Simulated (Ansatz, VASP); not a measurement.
# BN: VASP beside Ansatz

```xyz
8
Lattice="5.0156 0.0001 0.0000 -1.2538 2.1717 0.0000 0.0000 0.0000 31.3945" Properties=species:S:1:pos:R:3 pbc="T T T"
B    -0.0031   -0.0001    7.3246
B     2.5047    0.0000    7.3247
B     1.2570    0.7240   10.6753
B     3.7648    0.7241   10.6754
N     1.2509    0.7239    7.3231
N     3.7586    0.7240    7.3231
N     0.0030    0.0000   10.6769
N     2.5108    0.0001   10.6769
```

Change from the starting cell: cell x2, atoms moved at random (sigma 0.05 Å) and cell strained at random (1.5 %), then relaxed without symmetry.

Alike in both runs: functional PBE; dispersion D3(BJ); k mesh 6 × 6 × 1; occupations gaussian, width 0.1 eV; no spin polarisation.

Ansatz relaxed the structure, and its values are those at the end. VASP's run is a single point on that final structure, the one shown.

|  | VASP | Ansatz |
| --- | --- | --- |
| version | VASP 6.6.1 | Ansatz 0.2.0 |
| potentials or method | VASP PAW PBE potentials, release 64 (B, N), cutoff 520 eV | scalar-relativistic, plane waves, PAW |
| valence electrons in the cell | 32 | 32 |

```tsv
	VASP	Ansatz	Ansatz less VASP
gap on the k mesh at the Fermi level (eV)	4.50	4.50	+0.007
least direct gap on the mesh (eV)	4.72	4.72	+0.003
```

The k mesh is coarse, so the values compare programs but aren't converged.
